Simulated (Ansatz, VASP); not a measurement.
Te2Mo: VASP beside Ansatz

```xyz
6
Lattice="3.5182 0.0000 0.0000 -1.7591 3.0469 0.0000 0.0000 0.0000 13.9736" Properties=species:S:1:pos:R:3 pbc="T T T"
Te    0.0000    2.0312    8.6776
Te    1.7591    1.0156    1.6908
Te    0.0000    2.0312   12.2828
Te    1.7591    1.0156    5.2960
Mo    0.0000    2.0312    3.4934
Mo    1.7591    1.0156   10.4802
```

Alike in both runs: task relaxation of cell and atoms; functional PBE; dispersion D3(BJ); k mesh 9 × 9 × 2; occupations gaussian, width 0.02 eV; no spin polarisation.

|  | VASP | Ansatz |
| --- | --- | --- |
| version | VASP 6.6.1 | Ansatz 0.2.0 |
| potentials or method | VASP PAW PBE potentials, release 64 (Te, Mo_sv), cutoff 600 eV | scalar-relativistic, plane waves, PAW |
| valence electrons in the cell | 52 | 92 |

|  | VASP | Ansatz | Ansatz less VASP |
| --- | --- | --- | --- |
| gap on the k mesh at the Fermi level, each at its own relaxed structure (eV) | 0.66 | 0.68 | +0.011 |
| relaxed volume (Å³/atom) | 24.14 | 24.18 | +0.037 |
| relaxed cell length with the largest relative difference (Å) | 13.693 | 13.703 | +0.0105 |

VASP's potentials hold 52 valence electrons a cell and Ansatz's 92, so a difference there can come from the potentials and not from the codes. Ansatz's warnings: relaxed geometry near dispersion switch.

Spin-orbit coupling is off throughout.
